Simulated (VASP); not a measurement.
# NaF in VASP: settings compared, part 2 of 2

VASP 6.6.1. The steps go on from the part before.

### Step 4. Electric field gradients, PBEsol

The input, INCAR:

```
SYSTEM = NaF
PREC = Accurate
ENCUT = 520
EDIFF = 1E-8
ISMEAR = -1
SIGMA = 0.02
LREAL = .False.
LASPH = .True.
NELM = 80
ALGO = Normal
ISIF = 2
LWAVE = .False.
LCHARG = .False.
GGA = PS
LEFG = .True.
NBANDS = 14
```

The input, KPOINTS:

```
regular mesh
0
Gamma
  10 10 10
  0 0 0
```

The input, POSCAR:

```
NaF
1.0
    0.0000000000      2.3233000000      2.3233000000
    2.3233000000      0.0000000000      2.3233000000
    2.3233000000      2.3233000000      0.0000000000
Na F
1 1
Direct
    0.0000000000      0.0000000000      0.0000000000
    0.5000000000      0.5000000000      0.5000000000
```

Potentials or basis: VASP PAW PBE potentials, release 64 (Na_pv, F).

Run with:

```bash
$ cat potpaw_PBE.64/Na_pv/POTCAR potpaw_PBE.64/F/POTCAR > POTCAR
$ mpirun -np 1 vasp_std > vasp.out
```

OUTCAR:

```text
SYSTEM = NaF
   PREC = Accurate
   ENCUT = 520
   EDIFF = 1E-8
   ISMEAR = -1
   LREAL = .False.
   LASPH = .True.
   NELM = 80
   ISIF = 2
   GGA = PS

 ion  position               nearest neighbor table
   1  0.000  0.000  0.000-   2 2.32   2 2.32   2 2.32   2 2.32   2 2.32   2 2.32
   2  0.500  0.500  0.500-   1 2.32   1 2.32   1 2.32   1 2.32   1 2.32   1 2.32

  LATTYP: Found a face centered cubic cell.
 ALAT       =     4.6466000000

  Lattice vectors:

 A1 = (   0.0000000000,   2.3233000000,   2.3233000000)
 A2 = (   2.3233000000,   0.0000000000,   2.3233000000)
 A3 = (   2.3233000000,   2.3233000000,   0.0000000000)

Analysis of symmetry for initial positions (statically):
=====================================================================
 Subroutine PRICEL returns:
 Original cell was already a primitive cell.

 Routine SETGRP: Setting up the symmetry group for a
 face centered cubic supercell.

 Subroutine GETGRP returns: Found 48 space group operations
 (whereof 48 operations were pure point group operations)
 out of a pool of 48 trial point group operations.

The static configuration has the point symmetry O_h .

Analysis of symmetry for dynamics (positions and initial velocities):
=====================================================================
 Subroutine PRICEL returns:
 Original cell was already a primitive cell.

 Routine SETGRP: Setting up the symmetry group for a
 face centered cubic supercell.

 Subroutine GETGRP returns: Found 48 space group operations
 (whereof 48 operations were pure point group operations)
 out of a pool of 48 trial point group operations.

The dynamic configuration has the point symmetry O_h .

 Subroutine INISYM returns: Found 48 space group operations
 (whereof 48 operations are pure point group operations),
 and found     1 'primitive' translations

----------------------------------------------------------------------------------------

                                     Primitive cell

  volume of cell :      25.0811

  direct lattice vectors                    reciprocal lattice vectors
     0.000000000  2.323300000  2.323300000    -0.215211122  0.215211122  0.215211122
     2.323300000  0.000000000  2.323300000     0.215211122 -0.215211122  0.215211122
     2.323300000  2.323300000  0.000000000     0.215211122  0.215211122 -0.215211122

  length of vectors
     3.285642369  3.285642369  3.285642369     0.372756598  0.372756598  0.372756598

  position of ions in fractional coordinates (direct lattice)
     0.000000000  0.000000000  0.000000000
     0.500000000  0.500000000  0.500000000

  ion indices of the primitive-cell ions
   primitive index   ion index
                 1           1
                 2           2

----------------------------------------------------------------------------------------

 KPOINTS: regular mesh

Automatic generation of k-mesh.
 Grid dimensions read from file:
 generate k-points for:   10   10   10

 Generating k-lattice:

  Cartesian coordinates                     Fractional coordinates (reciprocal lattice)
[... 75 lines left out ...]
   ISMEAR =    -1;   SIGMA  =   0.02  broadening in eV -4-tet -1-fermi 0-gaus
   EFERMI_NEDOS =   21; number of points for ismear=-14 and -15
   IALGO  =     38    algorithm
   IMIX   =      4    mixing-type and parameters
     AMIX     =   0.40;   BMIX     =  1.00
     AMIX_MAG =   1.60;   BMIX_MAG =  1.00
  volume/ion in A,a.u.               =      12.54        84.63
  Fermi-wavevector in a.u.,A,eV,Ry     =   1.347935  2.547227 24.720809  1.816928
  Thomas-Fermi vector in A             =   2.475645
   LORBIT       =      0    0 simple, 1 ext, 2 COOP (PROOUT), +10 PAW based schemes
   GGA     = PS    functional components
   LHFCALC =     F    Hartree Fock is set to
   AEXX    =    0.0000 exact exchange contribution
   IVDW    =     0    specifies the selected vdW correction
   LEPSILON=     F    determine dielectric tensor
   LRPA    =     F    only Hartree local field effects (RPA)
 non-spin polarized calculation
  energy-cutoff  :      520.00
  volume of cell :       25.08
 maximum number of plane-waves:       692
   NGX = 13   NGY = 13   NGZ = 13

 number of electron      13.9999982 magnetization

 Free energy of the ion-electron system (eV)
  ---------------------------------------------------
  ext. energy  EPLUGINS =         0.00000000
  ---------------------------------------------------
  free energy    TOTEN  =        -8.76868939 eV

  energy without entropy =       -8.76868939  energy(sigma->0) =       -8.76868939

 E-fermi :  -1.8260     XC(G=0):  -9.2930

 val. band max:       -2.2106269608   @ k =   0.0000   0.0000   0.0000
 cond. band min:       3.9085052732   @ k =   0.0000   0.0000   0.0000
 fundamental gap:      6.1191322339
 Fermi energy:        -1.8260357087

 k-point     1 :       0.0000    0.0000    0.0000
  band No.  band energies     occupation
      1     -21.2532      2.00000
      2     -21.0048      2.00000
      3     -21.0047      2.00000
      4     -21.0047      2.00000
      5      -2.2106      2.00000
      6      -2.2106      2.00000
      7      -2.2106      2.00000
      8       3.9085      0.00000
      9      16.5756      0.00000
     10      16.5756      0.00000
     11      16.5756      0.00000
     12      19.2426      0.00000
     13      21.6196      0.00000
     14      21.6196      0.00000
[... 377 lines left out ...]
      1     -21.5056      2.00000
      2     -21.0527      2.00000
      3     -21.0447      2.00000
      4     -20.6287      2.00000
      5      -3.3960      2.00000
      6      -2.5951      2.00000
      7      -2.5387      2.00000
      8       8.1660      0.00000
      9      11.4016      0.00000
     10      14.3259      0.00000
     11      17.1760      0.00000
     12      17.2124      0.00000
     13      22.9952      0.00000
     14      24.2446      0.00000

 [... further k-points ...]
[... 5 lines left out ...]
  --------------------------------------------------------------------------------------
  -------------------------------------------------------------------------------------
  Total       -0.0900358     -0.0900358     -0.0900358      0.0000000      0.0000000      0.0000000
  in kB       -5.7514822     -5.7514822     -5.7514822      0.0000000      0.0000000      0.0000000
  external PRESSURE =      -5.7514822 kB  Pullay stress =       0.0000000 kB

 VOLUME and BASIS-vectors are now :
 -----------------------------------------------------------------------------
  energy-cutoff  :      520.00
  volume of cell :       25.08
      direct lattice vectors                 reciprocal lattice vectors
     0.000000000  2.323300000  2.323300000    -0.215211122  0.215211122  0.215211122
     2.323300000  0.000000000  2.323300000     0.215211122 -0.215211122  0.215211122
     2.323300000  2.323300000  0.000000000     0.215211122  0.215211122 -0.215211122

 POSITION                                       TOTAL-FORCE (eV/Angst)
 -----------------------------------------------------------------------------------
      0.00000      0.00000      0.00000        -0.000000     -0.000000     -0.000000
      2.32330      2.32330      2.32330         0.000000      0.000000      0.000000
 -----------------------------------------------------------------------------------
    total drift:                                0.000000     -0.000000      0.000000

  FREE ENERGIE OF THE ION-ELECTRON SYSTEM (eV)
  ---------------------------------------------------
  free  energy   TOTEN  =        -8.7686893943 eV

  energy  without entropy=       -8.7686893942  energy(sigma->0) =       -8.76868939

 Electric field gradients (V/A^2)
---------------------------------------------------------------------
 ion       V_xx      V_yy      V_zz      V_xy      V_xz      V_yz
---------------------------------------------------------------------
   1      -0.000    -0.000     0.000    -0.003    -0.003    -0.003
   2      -0.000     0.000    -0.000     0.008     0.008     0.008
---------------------------------------------------------------------

 Electric field gradients after diagonalization (V/A^2)
 (convention: |V_zz| > |V_xx| > |V_yy|)
----------------------------------------------------------------------
 ion       V_xx      V_yy      V_zz     asymmetry (V_yy - V_xx)/ V_zz
----------------------------------------------------------------------
   1       0.003     0.003    -0.006       0.000
   2      -0.008    -0.008     0.016       0.000
----------------------------------------------------------------------

           NMR quadrupolar parameters

 Cq : quadrupolar parameter    Cq=e*Q*V_zz/h
 eta: asymmetry parameters     (V_yy - V_xx)/ V_zz
 Q  : nuclear electric quadrupole moment in mb (millibarn)
----------------------------------------------------------------------
 ion       Cq(MHz)       eta       Q (mb)
----------------------------------------------------------------------
   1      -0.000       0.000       1.000
   2       0.000       0.000       1.000
----------------------------------------------------------------------
```

It took 32 s on 1 thread of AMD EPYC 7R13, shared host; peak memory 0.11 GiB.

What came out:

```
Free energy                             : -8.7687 eV
Pressure                                : -0.6 GPa
Band gap on the k mesh                  : 6.12 eV
Largest electric field gradient by atom : zero within the noise of the run
```

Caveat: the PAW data sets were made with another functional, which shifts forces and pressure a little. A k mesh can miss the band edges.

### Step 5. Electric field gradients, r2SCAN

POSCAR is that of step 4.

The input, INCAR.step1:

```
SYSTEM = NaF
  ALGO = Normal
  EDIFF = 1E-4
  ENCUT = 520
  GGA = PE
  ISMEAR = -1
  LASPH = .TRUE.
  LCHARG = .FALSE.
  LREAL = .FALSE.
  LWAVE = .TRUE.
  NBANDS = 14
  NELM = 100
  PREC = Accurate
  SIGMA = 0.02
```

The input, INCAR.step2:

```
SYSTEM = NaF
  ALGO = Normal
  EDIFF = 1E-8
  ENCUT = 520
  ISIF = 2
  ISMEAR = -1
  ISTART = 1
  LASPH = .TRUE.
  LCHARG = .FALSE.
  LEFG = .TRUE.
  LMIXTAU = .TRUE.
  LREAL = .FALSE.
  LWAVE = .FALSE.
  METAGGA = R2SCAN
  NBANDS = 14
  NELM = 100
  PREC = Accurate
  SIGMA = 0.02
```

The input, KPOINTS:

```
k-points
0
G
  10 10 10
  0 0 0
```

Potentials or basis: VASP PAW PBE potentials, release 64 (Na_pv, F).

Run with:

```bash
$ cat potpaw_PBE.64/Na_pv/POTCAR potpaw_PBE.64/F/POTCAR > POTCAR
$ cp INCAR.step1 INCAR
$ mpirun -np 1 vasp_std > vasp.out
$ cp INCAR.step2 INCAR
$ mpirun -np 1 vasp_std > vasp.out
```

OUTCAR:

```text
SYSTEM = NaF
   EDIFF = 1E-8
   ENCUT = 520
   ISIF = 2
   ISMEAR = -1
   ISTART = 1
   LASPH = .TRUE.
   LREAL = .FALSE.
   METAGGA = R2SCAN
   NELM = 100
   PREC = Accurate

 ion  position               nearest neighbor table
   1  0.000  0.000  0.000-   2 2.32   2 2.32   2 2.32   2 2.32   2 2.32   2 2.32
   2  0.500  0.500  0.500-   1 2.32   1 2.32   1 2.32   1 2.32   1 2.32   1 2.32

  LATTYP: Found a face centered cubic cell.
 ALAT       =     4.6466000000

  Lattice vectors:

 A1 = (   0.0000000000,   2.3233000000,   2.3233000000)
 A2 = (   2.3233000000,   0.0000000000,   2.3233000000)
 A3 = (   2.3233000000,   2.3233000000,   0.0000000000)
[... 619 lines left out ...]
  free  energy   TOTEN  =       -12.5956559007 eV

  energy  without entropy=      -12.5956559007  energy(sigma->0) =      -12.59565590

 Electric field gradients (V/A^2)
---------------------------------------------------------------------
 ion       V_xx      V_yy      V_zz      V_xy      V_xz      V_yz
---------------------------------------------------------------------
   1      -0.000    -0.000    -0.000    -0.003    -0.003    -0.003
   2      -0.000     0.000    -0.000     0.008     0.008     0.008
---------------------------------------------------------------------

 Electric field gradients after diagonalization (V/A^2)
 (convention: |V_zz| > |V_xx| > |V_yy|)
----------------------------------------------------------------------
 ion       V_xx      V_yy      V_zz     asymmetry (V_yy - V_xx)/ V_zz
----------------------------------------------------------------------
   1       0.003     0.003    -0.006       0.000
   2      -0.008    -0.008     0.016       0.000
----------------------------------------------------------------------

           NMR quadrupolar parameters

 Cq : quadrupolar parameter    Cq=e*Q*V_zz/h
 eta: asymmetry parameters     (V_yy - V_xx)/ V_zz
 Q  : nuclear electric quadrupole moment in mb (millibarn)
----------------------------------------------------------------------
 ion       Cq(MHz)       eta       Q (mb)
----------------------------------------------------------------------
   1      -0.000       0.000       1.000
   2       0.000       0.000       1.000
----------------------------------------------------------------------
```

OUTCAR.step1:

```text
SYSTEM = NaF
   EDIFF = 1E-4
   ENCUT = 520
   GGA = PE
   ISMEAR = -1
   LASPH = .TRUE.
   LREAL = .FALSE.
[... 627 lines left out ...]
      0.00000      0.00000      0.00000         0.000000      0.000000      0.000000
      2.32330      2.32330      2.32330        -0.000000     -0.000000     -0.000000
 -----------------------------------------------------------------------------------
    total drift:                                0.000000     -0.000000      0.000000

  FREE ENERGIE OF THE ION-ELECTRON SYSTEM (eV)
  ---------------------------------------------------
  free  energy   TOTEN  =        -8.5641299790 eV

  energy  without entropy=       -8.5641299790  energy(sigma->0) =       -8.56412998
```

OSZICAR.step1:

```text
N       E                     dE             d eps       ncg     rms          rms(c)
DAV:   1     0.108176859654E+03    0.10818E+03   -0.77915E+03  1324   0.123E+03
DAV:   2    -0.388635092345E+01   -0.11206E+03   -0.10475E+03  1400   0.338E+02
DAV:   3    -0.941685070340E+01   -0.55305E+01   -0.55201E+01  1646   0.698E+01
DAV:   4    -0.946058883973E+01   -0.43738E-01   -0.43737E-01  1478   0.662E+00
DAV:   5    -0.946104297459E+01   -0.45413E-03   -0.45413E-03  1652   0.670E-01    0.542E+00
DAV:   6    -0.857222427803E+01    0.88882E+00   -0.31033E+00  1576   0.147E+01    0.183E+00
DAV:   7    -0.856211725413E+01    0.10107E-01   -0.29094E-02  1352   0.203E+00    0.106E+00
DAV:   8    -0.856355951767E+01   -0.14423E-02   -0.28994E-02  1400   0.340E+00    0.148E-01
DAV:   9    -0.856422546499E+01   -0.66595E-03   -0.40813E-03  1628   0.586E-01    0.122E-01
DAV:  10    -0.856412997900E+01    0.95486E-04   -0.75404E-04  1424   0.312E-01
   1 F= -.85641300E+01 E0= -.85641300E+01  d E =-.176203E-12
```

It took 2.5 min on 1 thread of AMD EPYC 7R13, shared host; peak memory 0.11 GiB.

Results:

```yaml
Free_energy: -12.5957 eV
Pressure: -2.2 GPa
Band_gap_on_the_k_mesh: 7.12 eV
Largest_electric_field_gradient_by_atom: zero within the noise of the run
```

Levels at points of the mesh, in eV from the valence-band top:
```
           k point  band 4  band 5  band 6  band 7  band 8  band 9  band 10  band 11
(0.00, 0.00, 0.00)  -19.52    0.00    0.00    0.00    7.12   19.72    19.72    19.72
(0.50, 0.00, 0.00)  -19.01   -1.53   -0.26   -0.26   11.57   13.34    21.32    21.32
(0.50, 0.50, 0.00)  -19.57   -1.25   -0.40   -0.40   13.88   13.99    14.76    20.99
```

Caveat: the PAW data sets were made with another functional, which shifts forces and pressure a little. r2SCAN opens gaps a little over a GGA but as a rule still falls short of measured ones.

### Step 6. The runs side by side

| level | potentials or basis | cell | gap on the mesh (eV) | pressure (GPa) |
| --- | --- | --- | --- | --- |
| PBE | VASP PAW PBE potentials, release 64 (Na_pv, F) | as given, atomic positions A | 6.26 | 1.8 |
| LDA | VASP PAW LDA potentials, release 64 (Na_pv, F) | as given, atomic positions B | 5.91 | -4.7 |
| PBEsol | VASP PAW PBE potentials, release 64 (Na_pv, F) | as given, atomic positions B | 6.12 | -0.6 |
| r2SCAN | VASP PAW PBE potentials, release 64 (Na_pv, F) | as given, atomic positions B | 7.12 | -2.2 |

Alike in all rows: task electric field gradients; no spin polarisation; k mesh 10 × 10 × 10; cutoff (eV) 520; smearing fermi-dirac 0.02 eV.

Caveats: the PAW data sets were made with another functional, which shifts forces and pressure a little (at least some runs); the cell stands under tension (at least some runs).

Absolute energies hang on the potentials; compare differences alone.
